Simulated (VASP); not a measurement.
Wanted: the native input for a VASP 6.6.1 run.

- Task: G0W0 quasiparticle levels
- Functional: PBE
- Potentials or basis: VASP PAW PBE potentials, release 64 (B_GW, N_GW)
- Cutoff: 500 eV
- k mesh: 8 × 8 × 8
- Occupations: gaussian, width 0.01 eV
- Spin: no spin polarisation
- Dipole correction: no
- GW scheme: G0W0
- GW iterations: 1
- Cutoff of the response function: 180
- Frequency points: 96
- Empty bands: 58
- Further INCAR settings: ALGO = EVGW0; EDIFF = 1e-08; NBANDS = 62

BN:

```xyz
2
Lattice="0.0000 1.7458 1.7458 1.7458 0.0000 1.7458 1.7458 1.7458 0.0000" Properties=species:S:1:pos:R:3 pbc="T T T"
B     0.0000    0.0000    0.0000
N     1.7458    1.7458    1.7458
```

The input as run:

POSCAR

```
BN
1.0
    0.0000000000      1.7458259400      1.7458259400
    1.7458259400      0.0000000000      1.7458259400
    1.7458259400      1.7458259400      0.0000000000
B N
1 1
Direct
    0.0000000000      0.0000000000      0.0000000000
    0.5000000000      0.5000000000      0.5000000000
```

INCAR.step1

```
  ALGO = Normal
  EDIFF = 1E-8
  ENCUT = 500
  GGA = PE
  ISMEAR = 0
  LASPH = T
  LCHARG = F
  LREAL = F
  LWAVE = T
  NELM = 100
  PREC = Accurate
  SIGMA = 0.01
```

INCAR.step2

```
  ALGO = Exact
  EDIFF = 1E-8
  ENCUT = 500
  GGA = PE
  ISMEAR = 0
  ISTART = 1
  LASPH = T
  LCHARG = F
  LOPTICS = T
  LREAL = F
  LWAVE = T
  NBANDS = 62
  NELM = 1
  PREC = Accurate
  SIGMA = 0.01
```

INCAR.step3

```
  ALGO = EVGW0
  EDIFF = 1E-8
  ENCUT = 500
  ENCUTGW = 180.0
  GGA = PE
  ISMEAR = 0
  ISTART = 1
  LASPH = T
  LCHARG = F
  LREAL = F
  LWAVE = F
  NBANDS = 62
  NBANDSGW = 12
  NELMGW = 1
  NOMEGA = 96
  OMEGAMAX = 20
  PREC = Accurate
  PRECFOCK = Fast
  SIGMA = 0.01
```

KPOINTS

```
k-points
0
Gamma
  8 8 8
```

Potentials or basis: VASP PAW PBE potentials, release 64 (B_GW, N_GW).

Command:

```sh
$ cat potpaw_PBE.64/B_GW/POTCAR potpaw_PBE.64/N_GW/POTCAR > POTCAR
$ cp INCAR.step1 INCAR
$ mpirun -np 1 vasp_std > vasp.out
$ cp INCAR.step2 INCAR
$ mpirun -np 1 vasp_std > vasp.out
$ cp INCAR.step3 INCAR
$ mpirun -np 1 vasp_std > vasp.out
```

It gave:

```yaml
Quasiparticle_gap: 1.84 eV
Least_direct_quasiparticle_gap: 6.85 eV
Band_gap_of_the_starting_levels_on_the_mesh: 1.33 eV
Least_direct_gap_of_the_starting_levels_on_the_mesh: 5.84 eV
```

Caveat: the k points lie up to 0.39 Å⁻¹ apart; bands, screening cutoff and mesh are small and nothing is extrapolated, so the quasiparticle values aren't converged; the structure was generated, so it needn't be the stable form of BN.

Wall time 2.1 min on 1 thread of Intel(R) Xeon(R) 6975P-C (Granite Rapids), on a shared host, peak memory 0.46 GiB.
